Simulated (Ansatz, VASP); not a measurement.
**CuF in VASP and in Ansatz**

File INCAR:

```
  ALGO = Normal
  EDIFF = 1E-6
  ENCUT = 520
  GGA = PE
  ISIF = 2
  ISMEAR = -1
  LASPH = True
  LCHARG = False
  LREAL = False
  LWAVE = False
  NBANDS = 26
  NELM = 80
  PREC = Accurate
  SIGMA = 0.02
```

File KPOINTS:

```
k-points
0
Gamma
  9 9 4
```

POSCAR

```
CuF
1.0
    2.8355589042      0.0000000000      0.0000000000
   -1.4177794521      2.4556660450      0.0000000000
    0.0000000000      0.0000000000      6.7389763891
Cu F
2 2
Direct
    0.3333333333      0.6666666667      0.0460751685
    0.6666666667      0.3333333333      0.5460751685
    0.3333333333      0.6666666667      0.3289248315
    0.6666666667      0.3333333333      0.8289248315
```

Input for Ansatz:

```yaml
crystal:
  lattice:
    - [2.8355589042, 0.0, 0.0]
    - [-1.4177794521, 2.455666045, 0.0]
    - [0.0, 0.0, 6.7389763891]
  atoms:
    - { symbol: Cu, position: [0.3333333333, 0.6666666667, 0.0460751685] }
    - { symbol: Cu, position: [0.6666666667, 0.3333333333, 0.5460751685] }
    - { symbol: F, position: [0.3333333333, 0.6666666667, 0.3289248315] }
    - { symbol: F, position: [0.6666666667, 0.3333333333, 0.8289248315] }
kpoints:
  mp_grid: { grid: [9, 9, 4] }
hamiltonian:
  xc: pbe
scf:
  occupations: { method: fermi_dirac, width: 0.02 }
  n_extra_bands: 5
output:
  forces: true
  stress: true
  eigenvalues: true
```

Alike in both runs: task single point; functional PBE; k mesh 9 × 9 × 4; occupations fermi-dirac, width 0.02 eV; no spin polarisation.

|  | VASP | Ansatz |
| --- | --- | --- |
| version | VASP 6.6.1 | Ansatz 0.2.0 |
| potentials or method | VASP PAW PBE potentials, release 64 (Cu, F) | plane waves, PAW |
| plane-wave cutoff (eV) | 520 | 420 |
| valence electrons in the cell | 36 | 52 |

|  | VASP | Ansatz | Ansatz less VASP |
| --- | --- | --- | --- |
| pressure (GPa) | 3.0 | 2.9 | -0.15 |
| traceless stress, the component that is largest in VASP (GPa) | 2.66 | 2.12 | -0.545 |
| rms of the force components (eV/Å) | 0.062 | 0.024 | -0.0382 |

Atom by atom the forces differ by 0.038 eV/Å (rms over components). With one functional, cell and mesh, what is left measures potentials, basis and numerics. VASP's potentials hold 36 valence electrons a cell and Ansatz's 52, so a difference there can come from the potentials and not from the codes.
